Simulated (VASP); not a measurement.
# Be (Cmce) in VASP: further runs

Be is run at these levels: PBE, revPBE; tasks: single point.

Program: VASP 6.6.1. These are calculated values, not measurements. Logs are shortened: lines on timing, memory, paths and dates and some standing lists are left out, and cuts for length are marked.

## Step 1: The cell of the first run

It takes space group Cmce (No. 64, orthorhombic). The conventional cell has a = 4.213 Å, b = 2.784 Å, c = 5.679 Å, α = 90.00°, β = 90.00°, γ = 90.00°. Be (site symmetry m) has 3 Be at 1.57 to 2.05 Å within 2.1 Å.

## Step 2: Single point, PBE

File INCAR:

```
ALGO = Normal ; EDIFF = 1E-6
ENCUT = 520 ; GGA = PE
ISIF = 2 ; ISMEAR = -1
LASPH = True ; LCHARG = False
LREAL = False ; LWAVE = False
NBANDS = 12 ; NELM = 100
PREC = Accurate ; SIGMA = 0.1
```

File KPOINTS:

```
k-points
0
Gamma
  8 8 3
```

File POSCAR:

```
Be
1.0
    2.1064200000      1.3921820000      0.0000000000
    2.1064200000     -1.3921820000      0.0000000000
    0.0000000000      0.0000000000     -5.6790580000
Be
4
Direct
    0.1500000000      0.8500000000      0.8830000000
    0.3500000000      0.6500000000      0.3830000000
    0.8500000000      0.1500000000      0.1170000000
    0.6500000000      0.3500000000      0.6170000000
```

Potentials or basis: VASP PAW PBE potentials, release 64 (Be).

Run with:

```sh
cat potpaw_PBE.64/Be/POTCAR > POTCAR
mpirun -np 1 vasp_std > vasp.out
```

OUTCAR:

```text
EDIFF = 1E-6
   ENCUT = 520
   GGA = PE
   ISIF = 2
   ISMEAR = -1
   LASPH = True
   LREAL = False
   NELM = 100
   PREC = Accurate

 ion  position               nearest neighbor table
   1  0.150  0.850  0.883-   3 1.57   4 2.05   4 2.05   3 2.36
   2  0.350  0.650  0.383-   4 1.57   3 2.05   3 2.05   4 2.36
   3  0.850  0.150  0.117-   1 1.57   2 2.05   2 2.05   1 2.36
   4  0.650  0.350  0.617-   2 1.57   1 2.05   1 2.05   2 2.36

  LATTYP: Found a base centered orthorhombic cell.
 ALAT       =     2.7843640000
 B/A-ratio  =     1.5130349337
 C/A-ratio  =     2.0396248479

  Lattice vectors:

 A1 = (  -2.1064200000,   1.3921820000,   0.0000000000)
 A2 = (   2.1064200000,   1.3921820000,   0.0000000000)
 A3 = (   0.0000000000,   0.0000000000,  -5.6790580000)

Analysis of symmetry for initial positions (statically):
=====================================================================
 Subroutine PRICEL returns:
 Original cell was already a primitive cell.

 Routine SETGRP: Setting up the symmetry group for a
 base centered orthorhombic supercell.

 Subroutine GETGRP returns: Found  8 space group operations
 (whereof  4 operations were pure point group operations)
 out of a pool of  8 trial point group operations.

The static configuration has the point symmetry C_2h.
 The point group associated with its full space group is D_2h.

Analysis of symmetry for dynamics (positions and initial velocities):
=====================================================================
 Subroutine PRICEL returns:
 Original cell was already a primitive cell.

 Routine SETGRP: Setting up the symmetry group for a
 base centered orthorhombic supercell.

 Subroutine GETGRP returns: Found  8 space group operations
 (whereof  4 operations were pure point group operations)
 out of a pool of  8 trial point group operations.

The dynamic configuration has the point symmetry C_2h.
 The point group associated with its full space group is D_2h.

 Subroutine INISYM returns: Found  8 space group operations
 (whereof  4 operations are pure point group operations),
 and found     1 'primitive' translations

----------------------------------------------------------------------------------------

                                     Primitive cell

  volume of cell :      33.3079

  direct lattice vectors                    reciprocal lattice vectors
     2.106420000  1.392182000  0.000000000     0.237369565  0.359148445  0.000000000
     2.106420000 -1.392182000  0.000000000     0.237369565 -0.359148445  0.000000000
     0.000000000  0.000000000 -5.679058000     0.000000000  0.000000000 -0.176085541

  length of vectors
     2.524911075  2.524911075  5.679058000     0.430501935  0.430501935  0.176085541

  position of ions in fractional coordinates (direct lattice)
     0.150000000  0.850000000  0.883000000
     0.350000000  0.650000000  0.383000000
     0.850000000  0.150000000  0.117000000
     0.650000000  0.350000000  0.617000000

  ion indices of the primitive-cell ions
   primitive index   ion index
                 1           1
                 2           2
                 3           3
                 4           4

----------------------------------------------------------------------------------------

 KPOINTS: k-points

Automatic generation of k-mesh.
 Grid dimensions read from file:
 generate k-points for:    8    8    3

 Generating k-lattice:

  Cartesian coordinates                     Fractional coordinates (reciprocal lattice)
     0.029671196  0.044893556  0.000000000     0.125000000  0.000000000  0.000000000
     0.029671196 -0.044893556  0.000000000     0.000000000  0.125000000  0.000000000
     0.000000000  0.000000000 -0.058695180     0.000000000  0.000000000  0.333333333

  Length of vectors
     0.053812742  0.053812742  0.058695180

  Shift w.r.t. Gamma in fractional coordinates (k-lattice)
     0.000000000  0.000000000  0.000000000

 Subroutine IBZKPT returns following result:
 ===========================================

 Found     42 irreducible k-points:

 Following reciprocal coordinates:
            Coordinates               Weight
  0.000000  0.000000  0.000000      1.000000
  0.125000  0.000000  0.000000      4.000000
  0.250000  0.000000  0.000000      4.000000
  0.375000  0.000000  0.000000      4.000000
  0.500000  0.000000  0.000000      2.000000
  0.125000  0.125000  0.000000      2.000000
[... 16 lines left out ...]
  0.125000  0.000000  0.333333      8.000000
  0.250000  0.000000  0.333333      8.000000
 [... further k-points ...]
   k-points           NKPTS =     42   k-points in BZ     NKDIM =     42   number of bands    NBANDS=     12
   number of dos      NEDOS =    301   number of ions     NIONS =      4
   total plane-waves  NPLWV =  16800
   dimension x,y,z NGX =    20 NGY =   20 NGZ =   42
   dimension x,y,z NGXF=    40 NGYF=   40 NGZF=   84
   ions per type =               4
   NGX,Y,Z   is equivalent  to a cutoff of  13.17, 13.17, 12.29 a.u.
   NGXF,Y,Z  is equivalent  to a cutoff of  26.34, 26.34, 24.59 a.u.
 SYSTEM =  unknown system
   PREC   = accura    normal or accurate (medium, high low for compatibility)
   ISTART =      0    job   : 0-new  1-cont  2-samecut
   ICHARG =      2    charge: 1-file 2-atom 10-const
   ISPIN  =      1    spin polarized calculation?
   LNONCOLLINEAR =      F non collinear calculations
   LSORBIT =      F    spin-orbit coupling
   LASPH  =      T    aspherical Exc in radial PAW
   ENCUT  =  520.0 eV  38.22 Ry    6.18 a.u.   4.69  4.69 10.56*2*pi/ulx,y,z
   NELM   =    100;   NELMIN=  2; NELMDL= -5     # of ELM steps
   EDIFF  = 0.1E-05   stopping-criterion for ELM
   LREAL  =      F    real-space projection
   EDIFFG = 0.1E-04   stopping-criterion for IOM
   NSW    =      0    number of steps for IOM
   IBRION =     -1    ionic relax: 0-MD 1-quasi-New 2-CG
   NFREE  =      0    steps in history (QN), initial steepest desc. (CG)
   ISIF   =      2    stress and relaxation
   ISYM   =      2    0-nonsym 1-usesym 2-fastsym
   POTIM  = 0.5000    time-step for ionic-motion
   TEBEG  =    0.0;   TEEND  =   0.0 temperature during run
   PSTRESS=    0.0 pullay stress
   NELECT =       8.0000    total number of electrons
   NUPDOWN=      -1.0000    fix difference up-down
   EMIN   =  10.00;   EMAX   =-10.00  energy-range for DOS
   EFERMI =   0.00;   METHOD = LEGACY
   ISMEAR =    -1;   SIGMA  =   0.10  broadening in eV -4-tet -1-fermi 0-gaus
   EFERMI_NEDOS =   21; number of points for ismear=-14 and -15
   IALGO  =     38    algorithm
   IMIX   =      4    mixing-type and parameters
     AMIX     =   0.40;   BMIX     =  1.00
     AMIX_MAG =   1.60;   BMIX_MAG =  1.00
  volume/ion in A,a.u.               =       8.33        56.19
  Fermi-wavevector in a.u.,A,eV,Ry     =   1.017628  1.923038 14.089742  1.035567
  Thomas-Fermi vector in A             =   2.151040
   LORBIT       =      0    0 simple, 1 ext, 2 COOP (PROOUT), +10 PAW based schemes
   GGA     = PE    functional components
   LHFCALC =     F    Hartree Fock is set to
   AEXX    =    0.0000 exact exchange contribution
   IVDW    =     0    specifies the selected vdW correction
   LEPSILON=     F    determine dielectric tensor
   LRPA    =     F    only Hartree local field effects (RPA)
 non-spin polarized calculation
  energy-cutoff  :      520.00
  volume of cell :       33.31
 maximum number of plane-waves:       908
   NGX =  9   NGY =  9   NGZ = 21

 number of electron       8.0000000 magnetization

 Free energy of the ion-electron system (eV)
  ---------------------------------------------------
  ext. energy  EPLUGINS =         0.00000000
  ---------------------------------------------------
  free energy    TOTEN  =       -10.07771151 eV

  energy without entropy =      -10.04816578  energy(sigma->0) =      -10.06293864

 E-fermi :   6.4368     XC(G=0): -10.3873

 val. band max:        6.4179290309   @ k =  -0.3750   0.2500   0.0000
 cond. band min:       6.4851014214   @ k =  -0.2500   0.2500   0.0000
 fundamental gap:      0.0671723905
 Fermi energy:         6.4368002346

 k-point     1 :       0.0000    0.0000    0.0000
  band No.  band energies     occupation
      1      -4.3782      2.00000
      2      -1.0545      2.00000
      3      -0.8705      2.00000
      4       6.6622      0.18998
      5      13.5536      0.00000
      6      13.8692      0.00000
      7      16.1467      0.00000
      8      17.5806      0.00000
      9      17.9881      0.00000
     10      18.2512      0.00000
     11      18.4151      0.00000
     12      20.2356      0.00000

 k-point     2 :       0.1250    0.0000    0.0000
  band No.  band energies     occupation
      1      -4.0570      2.00000
      2      -0.7620      2.00000
      3      -0.5572      2.00000
      4       7.0153      0.00613
      5      11.0551      0.00000
      6      14.7366      0.00000
      7      15.1768      0.00000
      8      15.8603      0.00000
      9      15.9855      0.00000
     10      17.2561      0.00000
     11      18.5491      0.00000
     12      19.8958      0.00000

 k-point     3 :       0.2500    0.0000    0.0000
  band No.  band energies     occupation
      1      -3.0893      2.00000
      2       0.0888      2.00000
      3       0.3539      2.00000
      4       7.4355      0.00009
      5       7.9460      0.00000
      6      12.0904      0.00000
      7      12.5412      0.00000
      8      13.9208      0.00000
      9      15.7183      0.00000
     10      17.0384      0.00000
     11      17.1568      0.00000
     12      18.4490      0.00000
[... 286 lines left out ...]
 k-point    23 :       0.1250    0.0000    0.3333
  band No.  band energies     occupation
      1      -3.6789      2.00000
      2      -2.5452      2.00000
      3       1.9263      2.00000
      4       4.9745      2.00000
      5      12.0643      0.00000
      6      13.4877      0.00000
      7      15.6564      0.00000
      8      16.2037      0.00000
      9      16.9127      0.00000
     10      18.3514      0.00000
     11      18.8672      0.00000
     12      19.5932      0.00000

 k-point    24 :       0.2500    0.0000    0.3333
  band No.  band energies     occupation
      1      -2.7186      2.00000
      2      -1.6110      2.00000
      3       2.6921      2.00000
      4       5.4817      1.99986
      5       8.8702      0.00000
      6      10.2126      0.00000
      7      14.3942      0.00000
      8      14.5847      0.00000
      9      15.4341      0.00000
     10      16.7820      0.00000
     11      17.9980      0.00000
     12      18.3404      0.00000

 [... further k-points ...]

------------------------ aborting loop because EDIFF is reached ----------------------------------------

  FORCE on cell =-STRESS in cart. coord.  units (eV):
  Direction    XX          YY          ZZ          XY          YZ          ZX
  --------------------------------------------------------------------------------------
  -------------------------------------------------------------------------------------
  Total       -5.5439947      3.4683839     16.6117176      0.0000000      0.0000000      0.0000000
  in kB     -266.6773330    166.8362666    799.0571420      0.0000000      0.0000000      0.0000000
  external PRESSURE =     233.0720252 kB  Pullay stress =       0.0000000 kB

 VOLUME and BASIS-vectors are now :
 -----------------------------------------------------------------------------
  energy-cutoff  :      520.00
  volume of cell :       33.31
      direct lattice vectors                 reciprocal lattice vectors
     2.106420000  1.392182000  0.000000000     0.237369565  0.359148445  0.000000000
     2.106420000 -1.392182000  0.000000000     0.237369565 -0.359148445  0.000000000
     0.000000000  0.000000000 -5.679058000     0.000000000  0.000000000 -0.176085541

 POSITION                                       TOTAL-FORCE (eV/Angst)
 -----------------------------------------------------------------------------------
      2.10642     -0.97453     -5.01461         0.000000      4.808574      4.757388
      2.10642     -0.41765     -2.17508         0.000000     -4.808574      4.757388
      2.10642      0.97453     -0.66445         0.000000     -4.808574     -4.757388
      2.10642      0.41765     -3.50398         0.000000      4.808574     -4.757388
 -----------------------------------------------------------------------------------
    total drift:                               -0.000000      0.000000      0.000000

  FREE ENERGIE OF THE ION-ELECTRON SYSTEM (eV)
  ---------------------------------------------------
  free  energy   TOTEN  =       -10.0777115079 eV

  energy  without entropy=      -10.0481657757  energy(sigma->0) =      -10.06293864
```

Run time: 5.9 s. Hardware: 1 thread of Intel Xeon 6975P-C (Granite Rapids), shared host; peak memory 0.13 GiB.

Results:

| Quantity | Value |
| --- | --- |
| Free energy | -10.0777 eV |
| Pressure | 23.3 GPa |
| Largest force | 6.764 eV/Å |
| Band gap on the k mesh | zero (band 4 reaches 8.14 eV, above the bottom of band 5 at 5.02 eV) |

Forces on the atoms (eV/Å):
```
Be   0.000  4.809  4.757
Be   0.000 -4.809  4.757
Be   0.000 -4.809 -4.757
Be   0.000  4.809 -4.757
```

Levels at points of the mesh, in eV from the Fermi level:
```tsv
k point	band 1	band 2	band 3	band 4	band 5	band 6	band 7	band 8
(0.00, 0.00, 0.00)	-10.82	-7.49	-7.31	0.23	7.12	7.43	9.71	11.14
(0.50, 0.00, 0.00)	-5.68	-5.68	-3.89	-3.89	0.79	0.79	6.73	6.73
(0.50, 0.50, 0.00)	-5.77	-2.20	-1.67	-0.72	-0.53	-0.16	2.71	3.54
```

Caveat: the k points lie up to 0.37 Å⁻¹ apart; forces of over 1 eV/Å act on the atoms, so gaps and moduli don't describe the material at rest.

## Step 3: Single point, revPBE

File INCAR:

```
ALGO = Normal
EDIFF = 1E-6
ENCUT = 520
GGA = RE
ISIF = 2
ISMEAR = -1
LASPH = True
LCHARG = False
LREAL = False
LWAVE = False
NBANDS = 12
NELM = 80
PREC = Accurate
SIGMA = 0.1
```

KPOINTS is that of step 2.

POSCAR is that of step 2.

Potentials or basis: VASP PAW PBE potentials, release 64 (Be).

Run with:

```sh
cat potpaw_PBE.64/Be/POTCAR > POTCAR
mpirun -np 1 vasp_std > vasp.out
```

It took 5.5 s on 1 thread of Intel Xeon 6975P-C (Granite Rapids), shared host; peak memory 0.14 GiB.

It converged, with:

| Quantity | Value |
| --- | --- |
| Free energy | -9.2101 eV |
| Pressure | 25.6 GPa |
| Largest force | 6.834 eV/Å |
| Band gap on the k mesh | zero (band 4 reaches 8.27 eV, above the bottom of band 5 at 5.09 eV) |

Forces on the atoms (eV/Å):
```
Be   0.000  4.855  4.809
Be   0.000 -4.855  4.809
Be   0.000 -4.855 -4.809
Be   0.000  4.855 -4.809
```

Stress tensor (GPa, compression positive):
```
-25.16   0.00   0.00
  0.00  18.98   0.00
  0.00   0.00  82.91
```

Levels at points of the mesh, in eV from the Fermi level:
```csv
k point,band 1,band 2,band 3,band 4,band 5,band 6,band 7,band 8,band 9
"(0.00, 0.00, 0.00)",-10.87,-7.53,-7.34,0.25,7.19,7.40,9.77,11.22,11.66
"(0.50, 0.00, 0.00)",-5.71,-5.71,-3.89,-3.89,0.76,0.76,6.77,6.77,7.39
"(0.50, 0.50, 0.00)",-5.78,-2.23,-1.68,-0.73,-0.54,-0.16,2.73,3.60,3.84
```

Caveat: the k points lie up to 0.37 Å⁻¹ apart; the PAW data sets were made with another functional, which shifts forces and pressure a little.

[end of part 1 of 2]
